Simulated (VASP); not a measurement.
# Ca (Fm-3m) in VASP: notebook

The runs below take Ca through single point, with LDA.

Everything below comes from runs of VASP 6.6.1. Logs are shortened: lines on timing, memory, paths and dates and some standing lists are left out, and cuts for length are marked.

**1. The cell of the first run**

It takes space group Fm-3m (No. 225, cubic). The conventional cell has a = 5.343 Å, b = 5.343 Å, c = 5.343 Å, α = 90.00°, β = 90.00°, γ = 90.00°. Within 5.0 Å of Ca (site symmetry m-3m) lie 12 Ca at 3.78 Å.

**2. Single point, LDA**

The input, INCAR:

```
SYSTEM = Ca
  PREC = Accurate
  ENCUT = 520
  EDIFF = 1E-7
  ISMEAR = 1
  SIGMA = 0.6
  LREAL = .False.
  LASPH = .True.
  NELM = 80
  ALGO = Normal
  ISIF = 2
  LWAVE = .False.
  LCHARG = .True.
  LELF = .True.
  LVHAR = .True.
  NBANDS = 11
```

The input, KPOINTS:

```
Automatic mesh
0
Gamma
  10 10 10
  0 0 0
```

The input, POSCAR:

```
Ca
1.0
    0.0000000000      2.6714532750      2.6714532750
    2.6714532750      0.0000000000      2.6714532750
    2.6714532750      2.6714532750      0.0000000000
Ca
1
Direct
    0.0000000000      0.0000000000      0.0000000000
```

Potentials or basis: VASP PAW LDA potentials, release 64 (Ca_sv).

Started as:

```console
$ cat potpaw_LDA.64/Ca_sv/POTCAR > POTCAR
$ mpirun -np 1 vasp_std > vasp.out
```

OUTCAR:

```text
SYSTEM = Ca
   PREC = Accurate
   ENCUT = 520
   EDIFF = 1E-7
   ISMEAR = 1
   LREAL = .False.
   LASPH = .True.
   NELM = 80
   ISIF = 2

 ion  position               nearest neighbor table
   1  0.000  0.000  0.000-

  LATTYP: Found a face centered cubic cell.
 ALAT       =     5.3429065500

  Lattice vectors:

 A1 = (   0.0000000000,   2.6714532750,   2.6714532750)
 A2 = (   2.6714532750,   0.0000000000,   2.6714532750)
 A3 = (   2.6714532750,   2.6714532750,   0.0000000000)

Analysis of symmetry for initial positions (statically):
[... 33 lines left out ...]
                                     Primitive cell

  volume of cell :      38.1305

  direct lattice vectors                    reciprocal lattice vectors
     0.000000000  2.671453275  2.671453275    -0.187164045  0.187164045  0.187164045
     2.671453275  0.000000000  2.671453275     0.187164045 -0.187164045  0.187164045
     2.671453275  2.671453275  0.000000000     0.187164045  0.187164045 -0.187164045

  length of vectors
     3.778005453  3.778005453  3.778005453     0.324177635  0.324177635  0.324177635

  position of ions in fractional coordinates (direct lattice)
     0.000000000  0.000000000  0.000000000

  ion indices of the primitive-cell ions
   primitive index   ion index
                 1           1

----------------------------------------------------------------------------------------

 KPOINTS: Automatic mesh

Automatic generation of k-mesh.
 Grid dimensions read from file:
 generate k-points for:   10   10   10

 Generating k-lattice:

  Cartesian coordinates                     Fractional coordinates (reciprocal lattice)
    -0.018716404  0.018716404  0.018716404     0.100000000  0.000000000  0.000000000
     0.018716404 -0.018716404  0.018716404     0.000000000  0.100000000  0.000000000
     0.018716404  0.018716404 -0.018716404     0.000000000  0.000000000  0.100000000

  Length of vectors
     0.032417763  0.032417763  0.032417763

  Shift w.r.t. Gamma in fractional coordinates (k-lattice)
     0.000000000  0.000000000  0.000000000

 Subroutine IBZKPT returns following result:
 ===========================================

 Found     47 irreducible k-points:

 Following reciprocal coordinates:
            Coordinates               Weight
  0.000000  0.000000  0.000000      1.000000
  0.100000  0.000000  0.000000      8.000000
  0.200000  0.000000  0.000000      8.000000
  0.300000  0.000000  0.000000      8.000000
  0.400000  0.000000  0.000000      8.000000
  0.500000  0.000000  0.000000      4.000000
[... 16 lines left out ...]
  0.300000  0.300000  0.000000      6.000000
  0.400000  0.300000  0.000000     24.000000
 [... further k-points ...]
   k-points           NKPTS =     47   k-points in BZ     NKDIM =     47   number of bands    NBANDS=     11
   number of dos      NEDOS =    301   number of ions     NIONS =      1
   total plane-waves  NPLWV =  21952
   dimension x,y,z NGX =    28 NGY =   28 NGZ =   28
   dimension x,y,z NGXF=    56 NGYF=   56 NGZF=   56
   ions per type =               1
   NGX,Y,Z   is equivalent  to a cutoff of  12.32, 12.32, 12.32 a.u.
   NGXF,Y,Z  is equivalent  to a cutoff of  24.64, 24.64, 24.64 a.u.
 SYSTEM =  Ca
   PREC   = accura    normal or accurate (medium, high low for compatibility)
   ISTART =      0    job   : 0-new  1-cont  2-samecut
   ICHARG =      2    charge: 1-file 2-atom 10-const
   ISPIN  =      1    spin polarized calculation?
   LNONCOLLINEAR =      F non collinear calculations
   LSORBIT =      F    spin-orbit coupling
   LASPH  =      T    aspherical Exc in radial PAW
   ENCUT  =  520.0 eV  38.22 Ry    6.18 a.u.   7.02  7.02  7.02*2*pi/ulx,y,z
   NELM   =     80;   NELMIN=  2; NELMDL= -5     # of ELM steps
   EDIFF  = 0.1E-06   stopping-criterion for ELM
   LREAL  =      F    real-space projection
   EDIFFG = 0.1E-05   stopping-criterion for IOM
   NSW    =      0    number of steps for IOM
   IBRION =     -1    ionic relax: 0-MD 1-quasi-New 2-CG
   NFREE  =      0    steps in history (QN), initial steepest desc. (CG)
   ISIF   =      2    stress and relaxation
   ISYM   =      2    0-nonsym 1-usesym 2-fastsym
   POTIM  = 0.5000    time-step for ionic-motion
   TEBEG  =    0.0;   TEEND  =   0.0 temperature during run
   PSTRESS=    0.0 pullay stress
   NELECT =      10.0000    total number of electrons
   NUPDOWN=      -1.0000    fix difference up-down
   EMIN   =  10.00;   EMAX   =-10.00  energy-range for DOS
   EFERMI =   0.00;   METHOD = LEGACY
   ISMEAR =     1;   SIGMA  =   0.60  broadening in eV -4-tet -1-fermi 0-gaus
   EFERMI_NEDOS =   21; number of points for ismear=-14 and -15
   IALGO  =     38    algorithm
   IMIX   =      4    mixing-type and parameters
     AMIX     =   0.40;   BMIX     =  1.00
     AMIX_MAG =   1.60;   BMIX_MAG =  1.00
  volume/ion in A,a.u.               =      38.13       257.32
  Fermi-wavevector in a.u.,A,eV,Ry     =   1.047894  1.980232 14.940303  1.098081
  Thomas-Fermi vector in A             =   2.182793
   LORBIT       =      0    0 simple, 1 ext, 2 COOP (PROOUT), +10 PAW based schemes
   GGA     = CA    functional components
   LHFCALC =     F    Hartree Fock is set to
   AEXX    =    0.0000 exact exchange contribution
   IVDW    =     0    specifies the selected vdW correction
   LEPSILON=     F    determine dielectric tensor
   LRPA    =     F    only Hartree local field effects (RPA)
 non-spin polarized calculation
 Methfessel and Paxton  Order N= 1 SIGMA  =   0.60
  energy-cutoff  :      520.00
  volume of cell :       38.13
 maximum number of plane-waves:      1037
   NGX = 13   NGY = 13   NGZ = 13

 number of electron      10.0000003 magnetization

 Free energy of the ion-electron system (eV)
  ---------------------------------------------------
  ext. energy  EPLUGINS =         0.00000000
  ---------------------------------------------------
  free energy    TOTEN  =        -2.20228537 eV

  energy without entropy =       -2.21517649  energy(sigma->0) =       -2.20658241

 E-fermi :   2.2051     XC(G=0):  -8.3002

 val. band max:        2.1966316967   @ k =  -0.3000   0.4000   0.1000
 cond. band min:       2.2154824079   @ k =  -0.3000   0.5000   0.2000
 fundamental gap:      0.0188507112
 Fermi energy:         2.2050808774

 k-point     1 :       0.0000    0.0000    0.0000
  band No.  band energies     occupation
      1     -39.1516      2.00000
      2     -20.3415      2.00000
      3     -20.3415      2.00000
      4     -20.3415      2.00000
      5      -2.0015      2.00000
      6       4.5330     -0.00000
      7       4.5330     -0.00000
      8       4.5330     -0.00000
      9       5.7343     -0.00000
     10       5.7343     -0.00000
     11      11.8460     -0.00000

 k-point     2 :       0.1000    0.0000    0.0000
  band No.  band energies     occupation
      1     -39.1494      2.00000
      2     -20.3619      2.00000
      3     -20.3443      2.00000
      4     -20.3443      2.00000
      5      -1.8146      2.00000
      6       4.3408     -0.00001
      7       4.6035     -0.00000
      8       4.6035     -0.00000
      9       5.6752     -0.00000
     10       5.6752     -0.00000
     11      12.0760     -0.00000

 k-point     3 :       0.2000    0.0000    0.0000
  band No.  band energies     occupation
      1     -39.1435      2.00000
      2     -20.4147      2.00000
      3     -20.3513      2.00000
      4     -20.3513      2.00000
      5      -1.2762      2.00000
      6       3.8708     -0.00062
      7       4.7040     -0.00000
      8       4.7040     -0.00000
      9       5.6495     -0.00000
     10       5.6495     -0.00000
     11      11.0583     -0.00000

 k-point     4 :       0.3000    0.0000    0.0000
  band No.  band energies     occupation
      1     -39.1363      2.00000
      2     -20.4791      2.00000
      3     -20.3601      2.00000
      4     -20.3601      2.00000
      5      -0.4583      2.00000
      6       3.2866     -0.02866
      7       4.6242     -0.00000
      8       4.6242     -0.00000
      9       5.9194     -0.00000
     10       5.9194     -0.00000
     11       9.4960     -0.00000

 k-point     5 :       0.4000    0.0000    0.0000
  band No.  band energies     occupation
      1     -39.1304      2.00000
      2     -20.5305      2.00000
      3     -20.3671      2.00000
      4     -20.3671      2.00000
      5       0.4914      2.00041
      6       2.6526      0.05021
      7       4.4756     -0.00000
      8       4.4756     -0.00000
      9       6.3206     -0.00000
     10       6.3206     -0.00000
     11       8.3234     -0.00000
[... 211 lines left out ...]
 k-point    21 :      -0.3000    0.2000    0.0000
  band No.  band energies     occupation
      1     -39.1282      2.00000
      2     -20.5003      2.00000
      3     -20.4190      2.00000
      4     -20.3699      2.00000
      5       0.7143      2.00248
      6       2.9789     -0.06973
      7       3.7584     -0.00154
      8       4.9043     -0.00000
      9       5.7592     -0.00000
     10       6.8145     -0.00000
     11       8.7535     -0.00000

 k-point    22 :      -0.2000    0.2000    0.0000
  band No.  band energies     occupation
      1     -39.1338      2.00000
      2     -20.4689      2.00000
      3     -20.3992      2.00000
      4     -20.3591      2.00000
      5      -0.1777      2.00000
      6       3.3699     -0.01923
      7       4.1228     -0.00006
      8       5.0524     -0.00000
      9       5.2812     -0.00000
     10       6.4552     -0.00000
     11       9.9726     -0.00000

 k-point    23 :       0.3000    0.3000    0.0000
  band No.  band energies     occupation
      1     -39.1313      2.00000
      2     -20.4726      2.00000
      3     -20.3909      2.00000
      4     -20.3909      2.00000
      5       0.0069      2.00000
      6       3.1537     -0.04788
      7       4.0712     -0.00010
      8       5.5091     -0.00000
      9       5.5091     -0.00000
     10       6.2216     -0.00000
     11      10.9376     -0.00000

 k-point    24 :       0.4000    0.3000    0.0000
  band No.  band energies     occupation
      1     -39.1266      2.00000
      2     -20.5002      2.00000
      3     -20.4059      2.00000
      4     -20.3994      2.00000
      5       0.6749      2.00184
      6       2.9215     -0.07061
      7       3.7064     -0.00229
      8       5.6324     -0.00000
      9       5.9871     -0.00000
     10       6.4562     -0.00000
     11       9.4493     -0.00000

 [... further k-points ...]
[... 5 lines left out ...]
  --------------------------------------------------------------------------------------
  -------------------------------------------------------------------------------------
  Total       -0.0000868     -0.0000868     -0.0000868      0.0000000      0.0000000     -0.0000000
  in kB       -0.0036484     -0.0036484     -0.0036484      0.0000000      0.0000000     -0.0000000
  external PRESSURE =      -0.0036484 kB  Pullay stress =       0.0000000 kB

 VOLUME and BASIS-vectors are now :
 -----------------------------------------------------------------------------
  energy-cutoff  :      520.00
  volume of cell :       38.13
      direct lattice vectors                 reciprocal lattice vectors
     0.000000000  2.671453275  2.671453275    -0.187164045  0.187164045  0.187164045
     2.671453275  0.000000000  2.671453275     0.187164045 -0.187164045  0.187164045
     2.671453275  2.671453275  0.000000000     0.187164045  0.187164045 -0.187164045

 POSITION                                       TOTAL-FORCE (eV/Angst)
 -----------------------------------------------------------------------------------
      0.00000      0.00000      0.00000         0.000000      0.000000      0.000000
 -----------------------------------------------------------------------------------
    total drift:                               -0.000000     -0.000000     -0.000000

  FREE ENERGIE OF THE ION-ELECTRON SYSTEM (eV)
  ---------------------------------------------------
  free  energy   TOTEN  =        -2.2022853672 eV

  energy  without entropy=       -2.2151764897  energy(sigma->0) =       -2.20658241
```

Wall time 13 s (1 thread of Intel Xeon Platinum 8259CL at 2.50GHz (Skylake/Cascade Lake), shared host); peak memory 0.15 GiB.

Results:

```
Free energy            : -2.2023 eV
Pressure               : 0.0 GPa
Band gap on the k mesh : zero (band 5 reaches 2.26 eV, above the bottom of band 6 at 2.17 eV)
```

Levels at points of the mesh, in eV from the Fermi level:
| k point | band 3 | band 4 | band 5 | band 6 | band 7 | band 8 |
| --- | --- | --- | --- | --- | --- | --- |
| (0.00, 0.00, 0.00) | -22.55 | -22.55 | -4.21 | 2.33 | 2.33 | 2.33 |
| (0.50, 0.00, 0.00) | -22.57 | -22.57 | -1.09 | -0.02 | 2.21 | 2.21 |
| (0.50, 0.50, 0.00) | -22.62 | -22.62 | -0.61 | 0.42 | 1.20 | 4.30 |

**3. Single point, LDA**

The input, INCAR:

```
PREC = Accurate ; ENCUT = 520
EDIFF = 1E-7 ; ISMEAR = 1
SIGMA = 1.0 ; LREAL = F
LASPH = T ; NELM = 60
ALGO = Normal ; ISIF = 2
LWAVE = F ; LCHARG = F
NBANDS = 11
```

The input, KPOINTS:

```
regular mesh
0
Gamma
  10 10 10
```

POSCAR is that of step 2.

Potentials or basis: VASP PAW LDA potentials, release 64 (Ca_sv).

Started as:

```console
$ cat potpaw_LDA.64/Ca_sv/POTCAR > POTCAR
$ mpirun -np 1 vasp_std > vasp.out
```

It took 12 s on 1 thread of Intel Xeon Platinum 8259CL at 2.50GHz (Skylake/Cascade Lake), shared host; peak memory 0.15 GiB.

The run converged. Its results:

```
Free energy            : -2.1972 eV
Pressure               : 0.0 GPa
Band gap on the k mesh : zero (band 5 reaches 2.26 eV, above the bottom of band 6 at 2.17 eV)
```

Levels at points of the mesh, in eV from the Fermi level:
| k point | band 2 | band 3 | band 4 | band 5 | band 6 | band 7 | band 8 | band 9 |
| --- | --- | --- | --- | --- | --- | --- | --- | --- |
| (0.00, 0.00, 0.00) | -22.49 | -22.49 | -22.49 | -4.17 | 2.37 | 2.37 | 2.37 | 3.58 |
| (0.50, 0.00, 0.00) | -22.70 | -22.52 | -22.52 | -1.06 | 0.02 | 2.25 | 2.25 | 4.36 |
| (0.50, 0.50, 0.00) | -22.69 | -22.57 | -22.57 | -0.57 | 0.46 | 1.23 | 4.35 | 4.56 |

**4. Single point, LDA**

The input, INCAR:

```
SYSTEM = Ca
PREC = Accurate
ENCUT = 520
EDIFF = 1E-7
ISMEAR = -1
SIGMA = 0.1
LREAL = .False.
LASPH = .True.
NELM = 100
ALGO = Normal
ISIF = 2
LWAVE = .False.
LCHARG = .False.
NBANDS = 11
```

The input, KPOINTS:

```
regular mesh
0
Gamma
  11 11 11
  0 0 0
```

POSCAR is that of step 3.

Started as:

```console
$ cat potpaw_LDA.64/Ca_sv/POTCAR > POTCAR
$ mpirun -np 1 vasp_std > vasp.out
```

Run time: 15 s. Hardware: 1 thread of Intel Xeon Platinum 8259CL at 2.50GHz (Skylake/Cascade Lake), shared host; peak memory 0.15 GiB.

Results (log left out):

```yaml
Free_energy: -2.2265 eV
Pressure: 0.0 GPa
Band_gap_on_the_k_mesh: zero (band 5 reaches 2.28 eV, above the bottom of band 6 at 2.19 eV)
```

Levels at points of the mesh, in eV from the Fermi level:
```
           k point  band 2  band 3  band 4  band 5  band 6  band 7  band 8  band 9
(0.00, 0.00, 0.00)  -22.52  -22.52  -22.52   -4.20    2.35    2.35    2.35    3.55
```

**5. The runs side by side**

| k mesh | smearing | gap on the mesh (eV) | pressure (GPa) |
| --- | --- | --- | --- |
| 10 × 10 × 10 | methfessel-paxton 0.6 eV | none | 0.0 |
| 10 × 10 × 10 | methfessel-paxton 1 eV | none | 0.0 |
| 11 × 11 × 11 | fermi-dirac 0.1 eV | none | 0.0 |

Alike in all rows: task single point; level LDA; potentials or basis VASP PAW LDA potentials, release 64 (Ca_sv); no spin polarisation; cell as given; cutoff (eV) 520.

Every run on the cell as given and a fine mesh finds a metal.

Total energies depend on the potentials used, so only differences within one code and one set of settings carry meaning.
